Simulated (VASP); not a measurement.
EuO, 2 atoms in the cell. Symmetry: Fm-3m, No. 225, cubic system. The conventional cell has a = 5.176 Å, b = 5.176 Å, c = 5.176 Å, α = 90.00°, β = 90.00°, γ = 90.00°. Within 3.4 Å of Eu (site symmetry m-3m) lie 6 O at 2.59 Å. Within 3.4 Å of O (site symmetry m-3m) lie 6 Eu at 2.59 Å. 

- Program: VASP 6.6.1
- Task: single point
- Functional: PBE
- Potentials or basis: VASP PAW PBE potentials, release 64 (Eu, O)
- Cutoff: 600 eV
- k mesh: 12 × 12 × 12
- Occupations: gaussian, width 0.01 eV
- Spin: collinear spin, ferromagnetic start
- Starting moments: [7.43, 0.0] μB
- Hubbard terms: Eu f U = 6.0 eV
- Dipole correction: no
- Further INCAR settings: ALGO = Normal; EDIFF = 1e-06; NBANDS = 22

Potentials or basis: VASP PAW PBE potentials, release 64 (Eu, O).

The run is started by

```sh
$ cat potpaw_PBE.64/Eu/POTCAR potpaw_PBE.64/O/POTCAR > POTCAR
$ mpirun -np 1 vasp_std > vasp.out
```

Hardware: 1 thread of Oxide Virtual Turin-like Processor, on a shared host.

Estimate the wall time of this run.

Wall time 5 min on 1 thread of Oxide Virtual Turin-like Processor, on a shared host, peak memory 0.25 GiB. Counts: scf iterations 16, k points 72.
